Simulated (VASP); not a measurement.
# BP (F-43m) in VASP: further runs

The runs below take BP through relaxation of the atoms, with r2SCAN.

Everything below comes from runs of VASP 6.6.1. Logs are shortened: lines on timing, memory, paths and dates and some standing lists are left out, and cuts for length are marked.

## 1. The cell of the first run

The structure is cubic, space group F-43m (No. 216). Conventional cell: a = 4.596 Å, b = 4.596 Å, c = 4.596 Å, α = 90.00°, β = 90.00°, γ = 90.00°. Within 2.6 Å of B (site symmetry -43m) lie 4 P at 1.99 Å. P (site symmetry -43m) has 4 B at 1.99 Å within 2.6 Å.

## 2. Relaxation of the atoms, r2SCAN

POSCAR

```
BP
1.0
    0.0000000000      2.2980309100      2.2980309100
    2.2980309100      0.0000000000      2.2980309100
    2.2980309100      2.2980309100      0.0000000000
B P
1 1
Direct
    0.0000000000      0.0000000000      0.0000000000
    0.2500000000      0.2500000000      0.2500000000
```

INCAR.step1

```
SYSTEM = BP
ALGO     = Normal         ! electronic algorithm
EDIFF    = 1E-4           ! SCF threshold, eV
ENCUT    = 520            ! plane-wave cutoff, eV
GGA      = PE             ! functional
ISMEAR   = -1             ! smearing method
LASPH    = .TRUE.         ! aspherical terms in the spheres
LCHARG   = .FALSE.        ! write CHGCAR
LREAL    = .FALSE.        ! projectors in reciprocal space
LWAVE    = .TRUE.         ! write WAVECAR
NELM     = 80             ! most SCF steps
PREC     = Accurate       ! precision mode
SIGMA    = 0.02           ! smearing width, eV
```

INCAR.step2

```
SYSTEM = BP
ALGO     = Normal         ! electronic algorithm
EDIFF    = 1E-6           ! SCF threshold, eV
EDIFFG   = -0.01          ! ionic threshold
ENCUT    = 520            ! plane-wave cutoff, eV
IBRION   = 2              ! ionic algorithm
ISIF     = 2              ! what is computed and relaxed
ISMEAR   = -1             ! smearing method
ISTART   = 1            
LASPH    = .TRUE.         ! aspherical terms in the spheres
LCHARG   = .FALSE.        ! write CHGCAR
LMIXTAU  = .TRUE.       
LREAL    = .FALSE.        ! projectors in reciprocal space
LWAVE    = .FALSE.        ! write WAVECAR
METAGGA  = R2SCAN         ! meta-GGA
NELM     = 80             ! most SCF steps
NSW      = 50             ! ionic steps
PREC     = Accurate       ! precision mode
SIGMA    = 0.02           ! smearing width, eV
```

KPOINTS

```
k-points
0
G
  10 10 10
  0 0 0
```

Potentials or basis: VASP PAW PBE potentials, release 64 (B, P).

On the command line:

```bash
$ cat potpaw_PBE.64/B/POTCAR potpaw_PBE.64/P/POTCAR > POTCAR
$ cp INCAR.step1 INCAR
$ mpirun -np 1 vasp_std > vasp.out
$ cp INCAR.step2 INCAR
$ mpirun -np 1 vasp_std > vasp.out
```

OUTCAR:

```text
SYSTEM = BP
   EDIFF = 1E-6
   EDIFFG = -0.01
   ENCUT = 520
   IBRION = 2
   ISIF = 2
   ISMEAR = -1
   ISTART = 1
   LASPH = .TRUE.
   LREAL = .FALSE.
   METAGGA = R2SCAN
   NELM = 80
   NSW = 50
   PREC = Accurate

 ion  position               nearest neighbor table
   1  0.000  0.000  0.000-   2 1.99   2 1.99   2 1.99   2 1.99
   2  0.250  0.250  0.250-   1 1.99   1 1.99   1 1.99   1 1.99

  LATTYP: Found a face centered cubic cell.
 ALAT       =     4.5960618200

  Lattice vectors:

 A1 = (   0.0000000000,   2.2980309100,   2.2980309100)
 A2 = (   2.2980309100,   0.0000000000,   2.2980309100)
 A3 = (   2.2980309100,   2.2980309100,   0.0000000000)

Analysis of symmetry for initial positions (statically):
=====================================================================
 Subroutine PRICEL returns:
 Original cell was already a primitive cell.

 Routine SETGRP: Setting up the symmetry group for a
 face centered cubic supercell.

 Subroutine GETGRP returns: Found 24 space group operations
 (whereof 24 operations were pure point group operations)
 out of a pool of 48 trial point group operations.

The static configuration has the point symmetry T_d .

Analysis of symmetry for dynamics (positions and initial velocities):
=====================================================================
 Subroutine PRICEL returns:
 Original cell was already a primitive cell.

 Routine SETGRP: Setting up the symmetry group for a
 face centered cubic supercell.

 Subroutine GETGRP returns: Found 24 space group operations
 (whereof 24 operations were pure point group operations)
 out of a pool of 48 trial point group operations.

The dynamic configuration has the point symmetry T_d .

 Subroutine INISYM returns: Found 24 space group operations
 (whereof 24 operations are pure point group operations),
 and found     1 'primitive' translations

----------------------------------------------------------------------------------------

                                     Primitive cell

  volume of cell :      24.2716

  direct lattice vectors                    reciprocal lattice vectors
     0.000000000  2.298030910  2.298030910    -0.217577578  0.217577578  0.217577578
     2.298030910  0.000000000  2.298030910     0.217577578 -0.217577578  0.217577578
     2.298030910  2.298030910  0.000000000     0.217577578  0.217577578 -0.217577578

  length of vectors
     3.249906480  3.249906480  3.249906480     0.376855420  0.376855420  0.376855420

  position of ions in fractional coordinates (direct lattice)
     0.000000000  0.000000000  0.000000000
     0.250000000  0.250000000  0.250000000

  ion indices of the primitive-cell ions
   primitive index   ion index
                 1           1
                 2           2

----------------------------------------------------------------------------------------

 KPOINTS: k-points

Automatic generation of k-mesh.
 Grid dimensions read from file:
 generate k-points for:   10   10   10

 Generating k-lattice:

  Cartesian coordinates                     Fractional coordinates (reciprocal lattice)
    -0.021757758  0.021757758  0.021757758     0.100000000  0.000000000  0.000000000
     0.021757758 -0.021757758  0.021757758     0.000000000  0.100000000  0.000000000
     0.021757758  0.021757758 -0.021757758     0.000000000  0.000000000  0.100000000

  Length of vectors
     0.037685542  0.037685542  0.037685542

  Shift w.r.t. Gamma in fractional coordinates (k-lattice)
     0.000000000  0.000000000  0.000000000

 Subroutine IBZKPT returns following result:
 ===========================================

 Found     47 irreducible k-points:

 Following reciprocal coordinates:
            Coordinates               Weight
  0.000000  0.000000  0.000000      1.000000
  0.100000  0.000000  0.000000      8.000000
  0.200000  0.000000  0.000000      8.000000
  0.300000  0.000000  0.000000      8.000000
  0.400000  0.000000  0.000000      8.000000
  0.500000  0.000000  0.000000      4.000000
[... 16 lines left out ...]
  0.300000  0.300000  0.000000      6.000000
  0.400000  0.300000  0.000000     24.000000
 [... further k-points ...]
   k-points           NKPTS =     47   k-points in BZ     NKDIM =     47   number of bands    NBANDS=      8
   number of dos      NEDOS =    301   number of ions     NIONS =      2
   total plane-waves  NPLWV =  13824
   dimension x,y,z NGX =    24 NGY =   24 NGZ =   24
   dimension x,y,z NGXF=    48 NGYF=   48 NGZF=   48
   ions per type =               1   1
   NGX,Y,Z   is equivalent  to a cutoff of  12.28, 12.28, 12.28 a.u.
   NGXF,Y,Z  is equivalent  to a cutoff of  24.55, 24.55, 24.55 a.u.
 SYSTEM =  BP
   PREC   = accura    normal or accurate (medium, high low for compatibility)
   ISTART =      1    job   : 0-new  1-cont  2-samecut
   ICHARG =      0    charge: 1-file 2-atom 10-const
   ISPIN  =      1    spin polarized calculation?
   LNONCOLLINEAR =      F non collinear calculations
   LSORBIT =      F    spin-orbit coupling
   LASPH  =      T    aspherical Exc in radial PAW
   ENCUT  =  520.0 eV  38.22 Ry    6.18 a.u.   6.04  6.04  6.04*2*pi/ulx,y,z
   NELM   =     80;   NELMIN=  2; NELMDL=  0     # of ELM steps
   EDIFF  = 0.1E-05   stopping-criterion for ELM
   LREAL  =      F    real-space projection
   EDIFFG = -.1E-01   stopping-criterion for IOM
   NSW    =     50    number of steps for IOM
   IBRION =      2    ionic relax: 0-MD 1-quasi-New 2-CG
   NFREE  =      1    steps in history (QN), initial steepest desc. (CG)
   ISIF   =      2    stress and relaxation
   ISYM   =      2    0-nonsym 1-usesym 2-fastsym
   POTIM  = 0.5000    time-step for ionic-motion
   TEBEG  =    0.0;   TEEND  =   0.0 temperature during run
   PSTRESS=    0.0 pullay stress
   NELECT =       8.0000    total number of electrons
   NUPDOWN=      -1.0000    fix difference up-down
   EMIN   =  10.00;   EMAX   =-10.00  energy-range for DOS
   EFERMI =   0.00;   METHOD = LEGACY
   ISMEAR =    -1;   SIGMA  =   0.02  broadening in eV -4-tet -1-fermi 0-gaus
   EFERMI_NEDOS =   21; number of points for ismear=-14 and -15
   IALGO  =     38    algorithm
   IMIX   =      4    mixing-type and parameters
     AMIX     =   0.40;   BMIX     =  1.00
     AMIX_MAG =   1.60;   BMIX_MAG =  1.00
  volume/ion in A,a.u.               =      12.14        81.90
  Fermi-wavevector in a.u.,A,eV,Ry     =   1.130852  2.137000 17.399476  1.278825
  Thomas-Fermi vector in A             =   2.267549
   LORBIT       =      0    0 simple, 1 ext, 2 COOP (PROOUT), +10 PAW based schemes
   METAGGA = R2SCAN    functional components
   LHFCALC =     F    Hartree Fock is set to
   AEXX    =    0.0000 exact exchange contribution
   IVDW    =     0    specifies the selected vdW correction
   LEPSILON=     F    determine dielectric tensor
   LRPA    =     F    only Hartree local field effects (RPA)
 conjugate gradient relaxation of ions
 non-spin polarized calculation
  energy-cutoff  :      520.00
  volume of cell :       24.27
 maximum number of plane-waves:       666
   NGX = 13   NGY = 13   NGZ = 13

 number of electron       7.9999999 magnetization

 Free energy of the ion-electron system (eV)
  ---------------------------------------------------
  ext. energy  EPLUGINS =         0.00000000
  ---------------------------------------------------
  free energy    TOTEN  =       -17.29066937 eV

  energy without entropy =      -17.29066937  energy(sigma->0) =      -17.29066937

 E-fermi :   7.3226     XC(G=0): -11.3290

 val. band max:        6.9399522102   @ k =   0.0000   0.0000   0.0000
 cond. band min:       8.4365286166   @ k =   0.4000   0.4000   0.0000
 fundamental gap:      1.4965764065
 Fermi energy:         7.3226118003

 k-point     1 :       0.0000    0.0000    0.0000
  band No.  band energies     occupation
      1      -8.9707      2.00000
      2       6.9400      2.00000
      3       6.9400      2.00000
      4       6.9400      2.00000
      5      10.5261      0.00000
      6      10.5261      0.00000
      7      10.5261      0.00000
      8      14.3451      0.00000

 k-point     2 :       0.1000    0.0000    0.0000
  band No.  band energies     occupation
      1      -8.7871      2.00000
      2       5.5975      2.00000
      3       6.6389      2.00000
      4       6.6389      2.00000
      5      10.9455      0.00000
      6      10.9455      0.00000
      7      10.9749      0.00000
      8      14.9260      0.00000

 k-point     3 :       0.2000    0.0000    0.0000
  band No.  band energies     occupation
      1      -8.2442      2.00000
      2       3.1919      2.00000
      3       6.0635      2.00000
      4       6.0635      2.00000
      5      11.1505      0.00000
      6      11.6963      0.00000
      7      11.6963      0.00000
      8      16.2840      0.00000

 k-point     4 :       0.3000    0.0000    0.0000
  band No.  band energies     occupation
      1      -7.3746      2.00000
      2       0.7782      2.00000
      3       5.5567      2.00000
      4       5.5567      2.00000
      5      11.0270      0.00000
      6      12.0625      0.00000
      7      12.0625      0.00000
      8      17.4275      0.00000

 k-point     5 :       0.4000    0.0000    0.0000
  band No.  band energies     occupation
      1      -6.3013      2.00000
      2      -1.2739      2.00000
      3       5.2341      2.00000
      4       5.2341      2.00000
      5      10.8923      0.00000
      6      12.0157      0.00000
      7      12.0157      0.00000
      8      17.7330      0.00000
[... 177 lines left out ...]
 k-point    22 :      -0.2000    0.2000    0.0000
  band No.  band energies     occupation
      1      -7.0774      2.00000
      2       1.4932      2.00000
      3       2.7183      2.00000
      4       5.6544      2.00000
      5      11.6818      0.00000
      6      12.5247      0.00000
      7      13.5969      0.00000
      8      15.6420      0.00000

 k-point    23 :       0.3000    0.3000    0.0000
  band No.  band energies     occupation
      1      -6.8165      2.00000
      2       1.8643      2.00000
      3       3.6551      2.00000
      4       3.6551      2.00000
      5       8.7063      0.00000
      6      11.2018      0.00000
      7      16.1849      0.00000
      8      16.1849      0.00000

 k-point    24 :       0.4000    0.3000    0.0000
  band No.  band energies     occupation
      1      -5.9778      2.00000
      2       0.5032      2.00000
      3       2.8301      2.00000
      4       3.3521      2.00000
      5       9.0084      0.00000
      6      10.8954      0.00000
      7      16.8075      0.00000
      8      16.8433      0.00000

 [... further k-points ...]

------------------------ aborting loop because EDIFF is reached ----------------------------------------

  FORCE on cell =-STRESS in cart. coord.  units (eV):
  Direction    XX          YY          ZZ          XY          YZ          ZX
  --------------------------------------------------------------------------------------
  -------------------------------------------------------------------------------------
  Total       -1.0037239     -1.0037239     -1.0037239      0.0000000      0.0000000      0.0000000
  in kB      -66.2563146    -66.2563146    -66.2563146      0.0000000      0.0000000      0.0000000
  external PRESSURE =     -66.2563146 kB  Pullay stress =       0.0000000 kB

 VOLUME and BASIS-vectors are now :
 -----------------------------------------------------------------------------
  energy-cutoff  :      520.00
  volume of cell :       24.27
      direct lattice vectors                 reciprocal lattice vectors
     0.000000000  2.298030910  2.298030910    -0.217577578  0.217577578  0.217577578
     2.298030910  0.000000000  2.298030910     0.217577578 -0.217577578  0.217577578
     2.298030910  2.298030910  0.000000000     0.217577578  0.217577578 -0.217577578

 POSITION                                       TOTAL-FORCE (eV/Angst)
 -----------------------------------------------------------------------------------
      0.00000      0.00000      0.00000         0.000000      0.000000      0.000000
      1.14902      1.14902      1.14902        -0.000000     -0.000000     -0.000000
 -----------------------------------------------------------------------------------
    total drift:                                0.000000      0.000000      0.000000

  FREE ENERGIE OF THE ION-ELECTRON SYSTEM (eV)
  ---------------------------------------------------
  free  energy   TOTEN  =       -17.2906693659 eV

  energy  without entropy=      -17.2906693659  energy(sigma->0) =      -17.29066937

 reached required accuracy - stopping structural energy minimisation
```

Run time: 42 s. Hardware: 1 thread of Intel Xeon 8259CL, shared host; peak memory 0.14 GiB.

What came out:

```yaml
Free_energy: -17.2907 eV
Pressure_after_relaxing: -6.6 GPa
Band_gap_on_the_k_mesh: 1.50 eV (least direct gap 3.59 eV)
```

Final structure:
```
B P
1.0
     0.00000    2.29803    2.29803
     2.29803    0.00000    2.29803
     2.29803    2.29803    0.00000
B P
1 1
Direct
  0.00000 0.00000 0.00000
  0.25000 0.25000 0.25000
```

Levels at points of the mesh, in eV from the valence-band top:
```tsv
k point	band 1	band 2	band 3	band 4	band 5	band 6	band 7	band 8
(0.00, 0.00, 0.00)	-15.91	0.00	0.00	0.00	3.59	3.59	3.59	7.41
(0.50, 0.00, 0.00)	-12.57	-9.22	-1.82	-1.82	3.90	5.01	5.01	10.77
(0.50, 0.50, 0.00)	-10.96	-8.92	-4.20	-4.20	1.61	1.94	12.69	12.69
```

Caveat: the relaxation stopped at its first step, so nothing moved; the PAW data sets were made with another functional, which shifts forces and pressure a little. r2SCAN opens gaps a little over a GGA but as a rule still falls short of measured ones.

(Part 1 of 2 ends here.)
